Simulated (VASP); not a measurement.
# Cu (Pm-3m) in VASP: further runs, part 2 of 2

VASP 6.6.1. Earlier steps stand in the parts before.

### 4 Relaxation of cell and atoms, PBE, target pressure 60 GPa, at which the enthalpy is minimised

File INCAR:

```
SYSTEM = Cu
ALGO = Normal
EDIFF = 1E-6
EDIFFG = -0.01
ENCUT = 600
GGA = PE
IBRION = 2
ISIF = 3
ISMEAR = -1
LASPH = .True.
LCHARG = .False.
LREAL = .False.
LWAVE = .False.
NELM = 60
NSW = 80
PREC = Accurate
PSTRESS = 600.0
SIGMA = 0.05
```

File KPOINTS:

```
k-points
0
Gamma
  17 17 17
  0 0 0
```

File POSCAR:

```
Cu
1.0
    2.3500000000      0.0000000000      0.0000000000
    0.0000000000      2.3500000000      0.0000000000
    0.0000000000      0.0000000000      2.3500000000
Cu
1
Direct
    0.0000000000      0.0000000000      0.0000000000
```

Potentials or basis: VASP PAW PBE potentials, release 64 (Cu).

The run is started by

```sh
$ cat potpaw_PBE.64/Cu/POTCAR > POTCAR
$ mpirun -np 1 vasp_std > vasp.out
```

OUTCAR:

```text
SYSTEM = Cu
   EDIFF = 1E-6
   EDIFFG = -0.01
   ENCUT = 600
   GGA = PE
   IBRION = 2
   ISIF = 3
   ISMEAR = -1
   LASPH = .True.
   LREAL = .False.
   NELM = 60
   NSW = 80
   PREC = Accurate
   PSTRESS = 600.0

 ion  position               nearest neighbor table
   1  0.000  0.000  0.000-

  LATTYP: Found a simple cubic cell.
 ALAT       =     2.3500000000

  Lattice vectors:

 A1 = (   2.3500000000,   0.0000000000,   0.0000000000)
 A2 = (   0.0000000000,   2.3500000000,   0.0000000000)
 A3 = (   0.0000000000,   0.0000000000,   2.3500000000)

Analysis of symmetry for initial positions (statically):
=====================================================================
 Subroutine PRICEL returns:
 Original cell was already a primitive cell.

 Routine SETGRP: Setting up the symmetry group for a
 simple cubic supercell.

 Subroutine GETGRP returns: Found 48 space group operations
 (whereof 48 operations were pure point group operations)
 out of a pool of 48 trial point group operations.

The static configuration has the point symmetry O_h .

Analysis of symmetry for dynamics (positions and initial velocities):
=====================================================================
 Subroutine PRICEL returns:
 Original cell was already a primitive cell.

 Routine SETGRP: Setting up the symmetry group for a
 simple cubic supercell.

 Subroutine GETGRP returns: Found 48 space group operations
 (whereof 48 operations were pure point group operations)
 out of a pool of 48 trial point group operations.

The dynamic configuration has the point symmetry O_h .

 Subroutine INISYM returns: Found 48 space group operations
 (whereof 48 operations are pure point group operations),
 and found     1 'primitive' translations

----------------------------------------------------------------------------------------

                                     Primitive cell

  volume of cell :      12.9779

  direct lattice vectors                    reciprocal lattice vectors
     2.350000000  0.000000000  0.000000000     0.425531915  0.000000000  0.000000000
     0.000000000  2.350000000  0.000000000     0.000000000  0.425531915  0.000000000
     0.000000000  0.000000000  2.350000000     0.000000000  0.000000000  0.425531915

  length of vectors
     2.350000000  2.350000000  2.350000000     0.425531915  0.425531915  0.425531915

  position of ions in fractional coordinates (direct lattice)
     0.000000000  0.000000000  0.000000000

  ion indices of the primitive-cell ions
   primitive index   ion index
                 1           1

----------------------------------------------------------------------------------------

 KPOINTS: k-points

Automatic generation of k-mesh.
 Grid dimensions read from file:
 generate k-points for:   17   17   17

 Generating k-lattice:

  Cartesian coordinates                     Fractional coordinates (reciprocal lattice)
     0.025031289  0.000000000  0.000000000     0.058823529  0.000000000  0.000000000
     0.000000000  0.025031289  0.000000000     0.000000000  0.058823529  0.000000000
     0.000000000  0.000000000  0.025031289     0.000000000  0.000000000  0.058823529

  Length of vectors
     0.025031289  0.025031289  0.025031289

  Shift w.r.t. Gamma in fractional coordinates (k-lattice)
     0.000000000  0.000000000  0.000000000

 Subroutine IBZKPT returns following result:
 ===========================================

 Found    165 irreducible k-points:

 Following reciprocal coordinates:
            Coordinates               Weight
  0.000000  0.000000  0.000000      1.000000
  0.058824  0.000000  0.000000      6.000000
  0.117647  0.000000  0.000000      6.000000
  0.176471  0.000000  0.000000      6.000000
  0.235294  0.000000  0.000000      6.000000
  0.294118  0.000000  0.000000      6.000000
[... 16 lines left out ...]
  0.411765  0.117647  0.000000     24.000000
  0.470588  0.117647  0.000000     24.000000
 [... further k-points ...]
   k-points           NKPTS =    165   k-points in BZ     NKDIM =    165   number of bands    NBANDS=      9
   number of dos      NEDOS =    301   number of ions     NIONS =      1
   total plane-waves  NPLWV =   8000
   dimension x,y,z NGX =    20 NGY =   20 NGZ =   20
   dimension x,y,z NGXF=    40 NGYF=   40 NGZF=   40
   ions per type =               1
   NGX,Y,Z   is equivalent  to a cutoff of  14.15, 14.15, 14.15 a.u.
   NGXF,Y,Z  is equivalent  to a cutoff of  28.30, 28.30, 28.30 a.u.
 SYSTEM =  Cu
   PREC   = accura    normal or accurate (medium, high low for compatibility)
   ISTART =      0    job   : 0-new  1-cont  2-samecut
   ICHARG =      2    charge: 1-file 2-atom 10-const
   ISPIN  =      1    spin polarized calculation?
   LNONCOLLINEAR =      F non collinear calculations
   LSORBIT =      F    spin-orbit coupling
   LASPH  =      T    aspherical Exc in radial PAW
   ENCUT  =  600.0 eV  44.10 Ry    6.64 a.u.   4.69  4.69  4.69*2*pi/ulx,y,z
   NELM   =     60;   NELMIN=  2; NELMDL= -5     # of ELM steps
   EDIFF  = 0.1E-05   stopping-criterion for ELM
   LREAL  =      F    real-space projection
   EDIFFG = -.1E-01   stopping-criterion for IOM
   NSW    =     80    number of steps for IOM
   IBRION =      2    ionic relax: 0-MD 1-quasi-New 2-CG
   NFREE  =      1    steps in history (QN), initial steepest desc. (CG)
   ISIF   =      3    stress and relaxation
   ISYM   =      2    0-nonsym 1-usesym 2-fastsym
   POTIM  = 0.5000    time-step for ionic-motion
   TEBEG  =    0.0;   TEEND  =   0.0 temperature during run
   PSTRESS=  600.0 pullay stress
   NELECT =      11.0000    total number of electrons
   NUPDOWN=      -1.0000    fix difference up-down
   EMIN   =  10.00;   EMAX   =-10.00  energy-range for DOS
   EFERMI =   0.00;   METHOD = LEGACY
   ISMEAR =    -1;   SIGMA  =   0.05  broadening in eV -4-tet -1-fermi 0-gaus
   EFERMI_NEDOS =   21; number of points for ismear=-14 and -15
   IALGO  =     38    algorithm
   IMIX   =      4    mixing-type and parameters
     AMIX     =   0.40;   BMIX     =  1.00
     AMIX_MAG =   1.60;   BMIX_MAG =  1.00
  volume/ion in A,a.u.               =      12.98        87.58
  Fermi-wavevector in a.u.,A,eV,Ry     =   1.549308  2.927768 32.658831  2.400356
  Thomas-Fermi vector in A             =   2.654134
   LORBIT       =      0    0 simple, 1 ext, 2 COOP (PROOUT), +10 PAW based schemes
   GGA     = PE    functional components
   LHFCALC =     F    Hartree Fock is set to
   AEXX    =    0.0000 exact exchange contribution
   IVDW    =     0    specifies the selected vdW correction
   LEPSILON=     F    determine dielectric tensor
   LRPA    =     F    only Hartree local field effects (RPA)
 conjugate gradient relaxation of ions
 non-spin polarized calculation
  energy-cutoff  :      600.00
  volume of cell :       12.98
 maximum number of plane-waves:       461
 NGX is ok and might be reduce to    20
   NGX =  9   NGY =  9   NGZ =  9

--------------------------------------- Ionic step        1  -------------------------------------------

 number of electron      10.9999999 magnetization

 Free energy of the ion-electron system (eV)
  ---------------------------------------------------
  ext. energy  EPLUGINS =         0.00000000
  ---------------------------------------------------
  free energy    TOTEN  =        -3.23963107 eV

  energy without entropy =       -3.23686083  energy(sigma->0) =       -3.23824595

------------------------ aborting loop because EDIFF is reached ----------------------------------------

  FORCE on cell =-STRESS in cart. coord.  units (eV):
  Direction    XX          YY          ZZ          XY          YZ          ZX
  --------------------------------------------------------------------------------------
  -------------------------------------------------------------------------------------
  Total        0.7613336      0.7613336      0.7613336      0.0000000      0.0000000      0.0000000
  in kB       93.9900691     93.9900691     93.9900691      0.0000000      0.0000000      0.0000000
  external PRESSURE =    -506.0099309 kB  Pullay stress =     600.0000000 kB
[... 24 lines left out ...]
--------------------------------------- Ionic step        2  -------------------------------------------

 number of electron      11.0000002 magnetization

 E-fermi :  17.3371     XC(G=0): -16.2795

 val. band max:       17.1644006724   @ k =   0.3529   0.3529   0.0000
 cond. band min:      17.5043829162   @ k =   0.3529   0.3529   0.0588
 fundamental gap:      0.3399822438
 Fermi energy:        17.3370697773

 k-point     1 :       0.0000    0.0000    0.0000
  band No.  band energies     occupation
      1       2.9309      2.00000
      2       8.3156      2.00000
      3       8.3156      2.00000
      4      15.5019      2.00000
      5      15.5019      2.00000
      6      15.5019      2.00000
      7      43.9719      0.00000
      8      43.9719      0.00000
      9      43.9719      0.00000
[... 497 lines left out ...]
--------------------------------------- Ionic step        8  -------------------------------------------

 number of electron      11.0000013 magnetization

 Free energy of the ion-electron system (eV)
  ---------------------------------------------------
  ext. energy  EPLUGINS =         0.00000000
  ---------------------------------------------------
  free energy    TOTEN  =        -2.77096806 eV

  energy without entropy =       -2.76913409  energy(sigma->0) =       -2.77005108

 E-fermi :   9.0754     XC(G=0): -13.3465

 val. band max:        8.9383561989   @ k =   0.3529   0.3529   0.0000
 cond. band min:       9.1204604102   @ k =   0.3529   0.3529   0.0588
 fundamental gap:      0.1821042113
 Fermi energy:         9.0753761999

 k-point     1 :       0.0000    0.0000    0.0000
  band No.  band energies     occupation
      1      -1.0137      2.00000
      2       3.8523      2.00000
      3       3.8523      2.00000
      4       7.6271      2.00000
      5       7.6271      2.00000
      6       7.6271      2.00000
      7      29.8963      0.00000
      8      29.8963      0.00000
      9      29.8963      0.00000
[... 308 lines left out ...]
  energy  without entropy=       -2.7691340929  energy(sigma->0) =       -2.77005108

  enthalpy is  TOTEN    =         1.1489060518 eV   P V=        3.9198741156

 reached required accuracy - stopping structural energy minimisation
```

OSZICAR:

```text
N       E                     dE             d eps       ncg     rms          rms(c)
DAV:   1     0.404576036199E+02    0.40458E+02   -0.62738E+03  3010   0.223E+03
DAV:   2    -0.348527577225E+01   -0.43943E+02   -0.42345E+02  2985   0.207E+02
DAV:   3    -0.398275105210E+01   -0.49748E+00   -0.49583E+00  3517   0.316E+01
[... 67 lines left out ...]
DAV:   1    -0.278401532499E+01    0.17349E-01   -0.26547E-01  3144   0.140E+01    0.931E-01
DAV:   2    -0.277384677989E+01    0.10169E-01   -0.15717E-01  3128   0.975E+00    0.261E-01
DAV:   3    -0.277131496425E+01    0.25318E-02   -0.17352E-02  3144   0.334E+00    0.128E-01
DAV:   4    -0.277096837712E+01    0.34659E-03   -0.38619E-04  3702   0.257E-01    0.357E-03
DAV:   5    -0.277096806383E+01    0.31329E-06   -0.30045E-06  2818   0.273E-02
   8 F= 0.11489061E+01 E0= 0.11498230E+01  d E =-.217557E-03
```

CONTCAR:

```text
Cu
   1.00000000000000
     2.1874786219113860   -0.0000000000000000    0.0000000000000000
    -0.0000000000000000    2.1874786219113860   -0.0000000000000000
     0.0000000000000000   -0.0000000000000000    2.1874786219113860
  Cu
     1
Direct
     0.0000000000000000    0.0000000000000000    1.0000000000000000

  0.00000000E+00  0.00000000E+00  0.00000000E+00
```

It took 1.8 min on 1 thread of AMD EPYC 7R43 (Zen 3), shared host; peak memory 0.12 GiB.

What came out:

```
Free energy                                            : -2.7710 eV
Relaxed volume                                         : 10.47 Å³/atom
Relaxed cell                                           : a = 2.187 Å, b = 2.187 Å, c = 2.187 Å, α = 90.00°, β = 90.00°, γ = 90.00°
Space group after relaxing (to 0.05 Å)                 : Pm-3m (No. 221)
Energy change on relaxing (the enthalpy is what falls) : +468.7 meV/atom
Ionic steps                                            : 8
Pressure after relaxing                                : 59.9 GPa
```

Step by step:
| step | energy change (eV) | largest force (eV/Å) | pressure (GPa) | volume (Å³) |
| --- | --- | --- | --- | --- |
| 1 | 0.0000 | 0.0000 | 9.40 | 12.98 |
| 2 | 5.0184 | 0.0000 | 454.65 | 6.70 |
| 3 | 0.3631 | 0.0000 | 50.21 | 10.77 |
| 4 | 0.4228 | 0.0000 | 55.85 | 10.59 |
| 5 | 0.4682 | 0.0000 | 59.73 | 10.47 |
| 6 | 0.4859 | 0.0000 | 61.50 | 10.42 |
| 7 | 0.4383 | 0.0000 | 57.21 | 10.55 |
| 8 | 0.4687 | 0.0000 | 59.85 | 10.47 |

Final structure:
```yaml
crystal:
  lattice:
    - [2.18748, 0.00000, 0.00000]
    - [0.00000, 2.18748, 0.00000]
    - [0.00000, 0.00000, 2.18748]
  atoms:
    - { symbol: Cu, position: [0.00000, 0.00000, 0.00000] }
```

Caveat: the cell is relaxed towards a set pressure, so the enthalpy falls and the energy may rise; the volume moved by over 15 % at a fixed basis, so the end points are rough.

### 5 Overview

```tsv
cell	gap on the mesh (eV)	pressure (GPa)
relaxed to 20 GPa	none	20.0
relaxed to 40 GPa	none	40.1
relaxed to 60 GPa	none	59.9
```

Alike in all rows: task relaxation of cell and atoms; level PBE; potentials or basis VASP PAW PBE potentials, release 64 (Cu); no spin polarisation; k mesh 17 × 17 × 17; cutoff (eV) 600; smearing fermi-dirac 0.05 eV.

Caveats: the cell is relaxed towards a set pressure, so the enthalpy falls and the energy may rise; the volume moved by over 15 % at a fixed basis, so the end points are rough (some runs).

Total energies depend on the potentials used, so only differences within one code and one set of settings carry meaning.
